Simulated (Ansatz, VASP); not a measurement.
# Two plane-wave programs on Sr

```
Sr
1.0
     4.25504    0.00000    0.00000
    -2.12752    3.68497    0.00000
     0.00000    0.00000    7.00575
Sr
2
Direct
  0.33333 0.66667 0.25000
  0.66667 0.33333 0.75000
```

Alike in both runs: task single point; functional r2SCAN; k mesh 10 × 10 × 5; occupations fermi-dirac, width 0.1 eV; no spin polarisation.

|  | VASP | Ansatz |
| --- | --- | --- |
| version | VASP 6.6.1 | Ansatz 0.2.0 |
| potentials or method | VASP PAW PBE potentials, release 64 (Sr_sv), cutoff 520 eV | plane waves (500 eV) with PAW, scalar-relativistic |
| valence electrons in the cell | 20 | 20 |

```tsv
	VASP	Ansatz	Ansatz less VASP
pressure (GPa)	0.5	0.5	-0.02
traceless stress, the component that is largest in VASP (GPa)	0.07	0.07	0.000
```

VASP's potentials were made for PBE, not for r2SCAN. The functional is the same, so the differences come from potentials, cutoffs and numerics.
